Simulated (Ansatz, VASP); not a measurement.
# One calculation of LiF, two programs

The input INCAR:

```
ALGO = Normal ; EDIFF = 1E-6
ENCUT = 520 ; GGA = PE
ISIF = 2 ; ISMEAR = -1
LASPH = True ; LCHARG = False
LREAL = False ; LWAVE = False
NBANDS = 12 ; NELM = 100
PREC = Accurate ; SIGMA = 0.02
```

File KPOINTS:

```
k-points
0
Gamma
  10 10 10
```

File POSCAR:

```
LiF
1.0
    0.0000000000      2.1259524380      2.1446105498
    2.1259524380      0.0000000000      2.1446105498
    2.1259524380      2.1259524380      0.0000000000
Li F
1 1
Direct
    0.0000000000      0.0000000000      0.0000000000
    0.2500000000      0.2500000000      0.2500000000
```

Input for Ansatz:

```yaml
crystal:
  lattice:
    - [0.0, 2.125952438, 2.1446105498]
    - [2.125952438, 0.0, 2.1446105498]
    - [2.125952438, 2.125952438, 0.0]
  atoms:
    - { symbol: Li, position: [0.0, 0.0, 0.0] }
    - { symbol: F, position: [0.25, 0.25, 0.25] }
kpoints:
  mp_grid: { grid: [10, 10, 10] }
  band_path:
    path:
      - [0.0, 0.0, 0.0]
      - [-0.5, -0.5, 0.0]
      - [-0.375, -0.375, 0.25]
      - [-0.375, 0.0, 0.375]
      - [0.0, 0.0, 0.5]
      - [-0.5, -0.25, 0.25]
    npoints: 1
hamiltonian:
  xc: pbe
scf:
  occupations: { method: fermi_dirac, width: 0.02 }
  n_extra_bands: 4
output:
  forces: true
  stress: true
  eigenvalues: true
```

Change from the starting cell: biaxial_xy strain -0.9%.

Alike in both runs: task single point; functional PBE; k mesh 10 × 10 × 10; occupations fermi-dirac, width 0.02 eV; no spin polarisation.

```csv
,VASP,Ansatz
version,VASP 6.6.1,Ansatz 0.2.0
potentials or method,"VASP PAW PBE potentials, release 64 (Li_sv, F)","plane waves, PAW"
plane-wave cutoff (eV),520,420
valence electrons in the cell,10,10
```

|  | VASP | Ansatz | Ansatz less VASP |
| --- | --- | --- | --- |
| gap on the k mesh at the Fermi level (eV) | 8.01 | 8.02 | +0.012 |

Noted on VASP's run: the cutoff is short for stress, so the pressure is rough.
